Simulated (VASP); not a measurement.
## C: single point with PBEsol

C, a wire with vacuum:

```
CELL_PARAMETERS angstrom
4.25879 0.00000 0.00000
0.00000 8.87047 0.00000
0.00000 0.00000 25.63109
ATOMIC_POSITIONS crystal
C 0.16667 0.96158 0.29261
C 0.83333 0.96158 0.29261
C 0.66667 0.92317 0.33870
C 0.33333 0.92317 0.33870
C 0.16667 0.88475 0.38479
C 0.83333 0.88475 0.38479
C 0.66667 0.84633 0.43087
C 0.33333 0.84633 0.43087
C 0.16667 0.80791 0.47696
C 0.83333 0.80791 0.47696
C 0.66667 0.76950 0.52304
C 0.33333 0.76950 0.52304
C 0.16667 0.73108 0.56913
C 0.83333 0.73108 0.56913
C 0.66667 0.69266 0.61521
C 0.33333 0.69266 0.61521
C 0.16667 0.65424 0.66130
C 0.83333 0.65424 0.66130
C 0.66667 0.61583 0.70739
C 0.33333 0.61583 0.70739
```

```yaml
Program: VASP 6.6.1
Task: single point
Functional: PBEsol
Potentials_or_basis: VASP PAW PBE potentials, release 64 (C)
Cutoff: 520 eV
k_mesh: 8 × 4 × 1
Occupations: gaussian, width 0.1 eV
Spin: no spin polarisation
Dipole_correction: yes
Further_INCAR_settings: LREAL = Auto; ALGO = Normal; EDIFF = 1e-06; NBANDS = 56
```

```
Largest force          : 7.097 eV/Å
Band gap on the k mesh : zero (bands 40 and 41 overlap by 0.32 eV)
```

Forces on the atoms (eV/Å):
```
C   -6.999 -0.320  1.130
C    6.999 -0.320  1.130
C   -0.436  0.320 -1.119
C    0.436  0.320 -1.119
C   -0.631  0.014 -0.056
C    0.631  0.014 -0.056
C   -0.109 -0.020  0.052
C    0.109 -0.020  0.052
C   -0.007  0.018 -0.062
C    0.007  0.018 -0.062
C   -0.007 -0.018  0.062
C    0.007 -0.018  0.062
C   -0.109  0.020 -0.052
C    0.109  0.020 -0.052
C   -0.631 -0.014  0.056
C    0.631 -0.014  0.056
C   -0.436 -0.320  1.119
C    0.436 -0.320  1.119
C   -6.999  0.320 -1.130
C    6.999  0.320 -1.130
```

Levels at points of the mesh, in eV from the Fermi level:
```tsv
k point	band 37	band 38	band 39	band 40	band 41	band 42	band 43	band 44
(0.00, 0.00, 0.00)	-1.17	-0.98	-0.01	0.27	1.27	1.34	1.38	1.41
(0.50, 0.00, 0.00)	-1.69	-1.69	-0.98	-0.98	-0.04	-0.04	2.71	2.71
(0.00, 0.50, 0.00)	-1.17	-0.98	-0.01	0.27	1.27	1.34	1.38	1.41
(0.50, 0.50, 0.00)	-1.69	-1.69	-0.98	-0.98	-0.04	-0.04	2.71	2.71
```

Run time: 17 min on 1 thread of Intel(R) Xeon(R) Platinum 8488C (Sapphire Rapids), with other jobs on the host, peak memory 1.1 GiB.

Caveat: the PAW data sets were made with another functional, which shifts forces and pressure a little.
